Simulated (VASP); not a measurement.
# PbS (P6_3mc) in VASP: relaxation of cell and atoms with PBE

Aim: the relaxation of cell and atoms of PbS with PBE.

All numbers are computed with VASP 6.6.1; they aren't measurements. Logs are shortened: lines on timing, memory, paths and dates and some standing lists are left out, and cuts for length are marked.

### 1 The cell of the first run

The structure is hexagonal, space group P6_3mc (No. 186). Conventional cell: a = 4.062 Å, b = 4.062 Å, c = 6.633 Å, α = 90.00°, β = 90.00°, γ = 120.00°. Pb (site symmetry 3m) has 4 S at 2.49 Å within 3.3 Å. S (site symmetry 3m) has 4 Pb at 2.49 Å within 3.3 Å.

### 2 Relaxation of cell and atoms, PBE

INCAR reads:

```
ALGO = Normal
EDIFF = 1E-7
EDIFFG = -0.005
ENCUT = 600
GGA = PE
IBRION = 2
ISIF = 3
ISMEAR = -1
LASPH = T
LCHARG = F
LREAL = F
LWAVE = F
NELM = 60
NSW = 80
PREC = Accurate
SIGMA = 0.02
```

KPOINTS reads:

```
k-points
0
Gamma
  6 6 4
```

POSCAR reads:

```
PbS
1.0
    4.0620704901      0.0000000000      0.0000000000
   -2.0310352451      3.5178562364      0.0000000000
    0.0000000000      0.0000000000      6.6333611104
Pb S
2 2
Direct
    0.3333333333      0.6666666667      0.0000000000
    0.6666666667      0.3333333333      0.5000000000
    0.3333333333      0.6666666667      0.3750000000
    0.6666666667      0.3333333333      0.8750000000
```

Potentials or basis: VASP PAW PBE potentials, release 64 (Pb_d, S).

Launch:

```console
> cat potpaw_PBE.64/Pb_d/POTCAR potpaw_PBE.64/S/POTCAR > POTCAR
> mpirun -np 1 vasp_std > vasp.out
```

OUTCAR:

```text
EDIFF = 1E-7
   EDIFFG = -0.005
   ENCUT = 600
   GGA = PE
   IBRION = 2
   ISIF = 3
   ISMEAR = -1
   LASPH = T
   LREAL = F
   NELM = 60
   NSW = 80
   PREC = Accurate

 ion  position               nearest neighbor table
   1  0.333  0.667  0.000-   4 2.49   4 2.49   4 2.49   3 2.49   2 4.06   2 4.06   2 4.06   2 4.06
                             2 4.06   2 4.06
   2  0.667  0.333  0.500-   3 2.49   3 2.49   3 2.49   4 2.49   1 4.06   1 4.06   1 4.06   1 4.06
                             1 4.06   1 4.06
   3  0.333  0.667  0.375-   2 2.49   2 2.49   2 2.49   1 2.49
   4  0.667  0.333  0.875-   1 2.49   1 2.49   1 2.49   2 2.49

  LATTYP: Found a hexagonal cell.
 ALAT       =     4.0620704901
 C/A-ratio  =     1.6330000000

  Lattice vectors:

 A1 = (   4.0620704901,   0.0000000000,   0.0000000000)
 A2 = (  -2.0310352451,   3.5178562364,   0.0000000000)
 A3 = (   0.0000000000,   0.0000000000,   6.6333611104)

Analysis of symmetry for initial positions (statically):
=====================================================================
 Subroutine PRICEL returns:
 Original cell was already a primitive cell.

 Routine SETGRP: Setting up the symmetry group for a
 hexagonal supercell.

 Subroutine GETGRP returns: Found 12 space group operations
 (whereof  6 operations were pure point group operations)
 out of a pool of 24 trial point group operations.

The static configuration has the point symmetry C_3v.
 The point group associated with its full space group is C_6v.

Analysis of symmetry for dynamics (positions and initial velocities):
=====================================================================
 Subroutine PRICEL returns:
 Original cell was already a primitive cell.

 Routine SETGRP: Setting up the symmetry group for a
 hexagonal supercell.

 Subroutine GETGRP returns: Found 12 space group operations
 (whereof  6 operations were pure point group operations)
 out of a pool of 24 trial point group operations.

The dynamic configuration has the point symmetry C_3v.
 The point group associated with its full space group is C_6v.

 Subroutine INISYM returns: Found 12 space group operations
 (whereof  6 operations are pure point group operations),
 and found     1 'primitive' translations

----------------------------------------------------------------------------------------

                                     Primitive cell

  volume of cell :      94.7893

  direct lattice vectors                    reciprocal lattice vectors
     4.062070490  0.000000000  0.000000000     0.246179874  0.142132016  0.000000000
    -2.031035245  3.517856236  0.000000000     0.000000000  0.284264033  0.000000000
     0.000000000  0.000000000  6.633361110     0.000000000  0.000000000  0.150753138

  length of vectors
[... 83 lines left out ...]
   LREAL  =      F    real-space projection
   EDIFFG = -.5E-02   stopping-criterion for IOM
   NSW    =     80    number of steps for IOM
   IBRION =      2    ionic relax: 0-MD 1-quasi-New 2-CG
   NFREE  =      1    steps in history (QN), initial steepest desc. (CG)
   ISIF   =      3    stress and relaxation
   ISYM   =      2    0-nonsym 1-usesym 2-fastsym
   POTIM  = 0.5000    time-step for ionic-motion
   TEBEG  =    0.0;   TEEND  =   0.0 temperature during run
   PSTRESS=    0.0 pullay stress
   NELECT =      40.0000    total number of electrons
   NUPDOWN=      -1.0000    fix difference up-down
   EMIN   =  10.00;   EMAX   =-10.00  energy-range for DOS
   EFERMI =   0.00;   METHOD = LEGACY
   ISMEAR =    -1;   SIGMA  =   0.02  broadening in eV -4-tet -1-fermi 0-gaus
   EFERMI_NEDOS =   21; number of points for ismear=-14 and -15
   IALGO  =     38    algorithm
   IMIX   =      4    mixing-type and parameters
     AMIX     =   0.40;   BMIX     =  1.00
     AMIX_MAG =   1.60;   BMIX_MAG =  1.00
  volume/ion in A,a.u.               =      23.70       159.92
  Fermi-wavevector in a.u.,A,eV,Ry     =   1.227934  2.320459 20.515170  1.507822
  Thomas-Fermi vector in A             =   2.362879
   LORBIT       =      0    0 simple, 1 ext, 2 COOP (PROOUT), +10 PAW based schemes
   GGA     = PE    functional components
   LHFCALC =     F    Hartree Fock is set to
   AEXX    =    0.0000 exact exchange contribution
   IVDW    =     0    specifies the selected vdW correction
   LEPSILON=     F    determine dielectric tensor
   LRPA    =     F    only Hartree local field effects (RPA)
 conjugate gradient relaxation of ions
 non-spin polarized calculation
  energy-cutoff  :      600.00
  volume of cell :       94.79
 maximum number of plane-waves:      3184
   NGX = 17   NGY = 17   NGZ = 27

--------------------------------------- Ionic step        1  -------------------------------------------

 number of electron      39.9999994 magnetization

 Free energy of the ion-electron system (eV)
  ---------------------------------------------------
  ext. energy  EPLUGINS =         0.00000000
  ---------------------------------------------------
  free energy    TOTEN  =       -13.05549461 eV

  energy without entropy =      -13.05549460  energy(sigma->0) =      -13.05549460

 E-fermi :   8.1558     XC(G=0):  -9.8808

 val. band max:        7.8483398584   @ k =   0.3333   0.3333   0.0000
 cond. band min:       8.4494590876   @ k =   0.3333   0.3333   0.0000
 fundamental gap:      0.6011192292
 Fermi energy:         8.1557722632

 k-point     1 :       0.0000    0.0000    0.0000
  band No.  band energies     occupation
      1     -10.2068      2.00000
      2      -9.8922      2.00000
      3      -9.8771      2.00000
      4      -9.8771      2.00000
      5      -9.8427      2.00000
      6      -9.8427      2.00000
[... 663 lines left out ...]
  FREE ENERGIE OF THE ION-ELECTRON SYSTEM (eV)
  ---------------------------------------------------
  free  energy   TOTEN  =       -16.9640258344 eV

  energy  without entropy=      -16.9640258344  energy(sigma->0) =      -16.96402583

[... ionic steps 4 to 48 ...]

--------------------------------------- Ionic step       49  -------------------------------------------

 number of electron      40.0000006 magnetization

------------------------ aborting loop because EDIFF is reached ----------------------------------------
[... 71 lines left out ...]
--------------------------------------- Ionic step       51  -------------------------------------------

 number of electron      40.0000006 magnetization

 Free energy of the ion-electron system (eV)
  ---------------------------------------------------
  ext. energy  EPLUGINS =         0.00000000
  ---------------------------------------------------
  free energy    TOTEN  =       -17.21809882 eV

  energy without entropy =      -17.21809882  energy(sigma->0) =      -17.21809882

 E-fermi :   3.9349     XC(G=0):  -8.3220

 val. band max:        3.5170496801   @ k =   0.3333   0.3333   0.5000
 cond. band min:       4.9646775686   @ k =   0.3333   0.3333   0.5000
 fundamental gap:      1.4476278885
 Fermi energy:         3.9349320847

 k-point     1 :       0.0000    0.0000    0.0000
  band No.  band energies     occupation
      1     -13.2052      2.00000
      2     -13.1217      2.00000
      3     -13.1217      2.00000
      4     -13.1203      2.00000
      5     -13.1203      2.00000
      6     -13.1195      2.00000
[... 587 lines left out ...]
  FREE ENERGIE OF THE ION-ELECTRON SYSTEM (eV)
  ---------------------------------------------------
  free  energy   TOTEN  =       -17.2180988212 eV

  energy  without entropy=      -17.2180988212  energy(sigma->0) =      -17.21809882

 reached required accuracy - stopping structural energy minimisation
```

It took 31 min on 1 thread of AMD EPYC 7R43 (Zen 3), shared host; peak memory 0.22 GiB.

What came out:

```yaml
Free_energy: -17.2181 eV
Relaxed_volume: 32.99 Å³/atom
Relaxed_cell: a = 5.023 Å, b = 5.023 Å, c = 6.040 Å, α = 90.00°, β = 90.00°, γ = 120.00°
Space_group_after_relaxing_to_0.05_Å: P6_3mc (No. 186)
Energy_gained_by_relaxing: 1040.7 meV/atom
Ionic_steps: 51
Pressure_after_relaxing: 0.0 GPa
Band_gap_on_the_k_mesh: 1.45 eV, direct
```

Step by step:
```csv
step,energy change (eV),largest force (eV/Å),pressure (GPa),volume (Å³)
1,0.0000,0.0889,35.41,94.79
3,-3.9085,0.0450,0.24,144.20
5,-3.9113,0.0536,-0.09,145.53
7,-3.9305,0.1647,-0.06,145.26
9,-3.8335,1.1857,1.13,141.80
11,-3.9423,0.4698,0.14,144.41
13,-3.9474,0.4862,0.09,144.43
15,-3.9619,0.5650,-0.09,144.43
17,-3.9620,0.6193,-0.14,144.36
19,-4.0176,0.4398,-0.75,144.07
21,-4.0887,0.2105,-1.09,140.52
23,-4.1499,0.1089,0.57,131.94
25,-4.1563,0.0319,-0.01,133.37
27,-4.1579,0.0317,-0.20,133.74
29,-4.1592,0.0385,0.06,132.71
31,-4.1598,0.0347,0.13,132.37
33,-4.1609,0.0077,0.28,131.31
35,-4.1620,0.0060,0.02,132.16
37,-4.1622,0.0054,-0.05,132.33
39,-4.1623,0.0064,0.02,132.11
41,-4.1623,0.0056,0.01,132.10
43,-4.1624,0.0045,-0.01,132.16
45,-4.1624,0.0035,-0.05,132.27
47,-4.1625,0.0034,-0.03,132.19
49,-4.1625,0.0033,0.01,132.02
51,-4.1626,0.0020,0.01,131.98
```

Final structure:
```
CELL_PARAMETERS angstrom
5.02305 0.00000 0.00000
-2.51153 4.35009 0.00000
0.00000 0.00000 6.03987
ATOMIC_POSITIONS crystal
Pb 0.33333 0.66667 0.94042
Pb 0.66667 0.33333 0.44042
S 0.33333 0.66667 0.43458
S 0.66667 0.33333 0.93458
```

Caveat: the volume moved by over 15 % at a fixed basis, so the end points are rough; spin-orbit coupling is left out, which moves the levels of the heavy elements. A k mesh can miss the band edges.
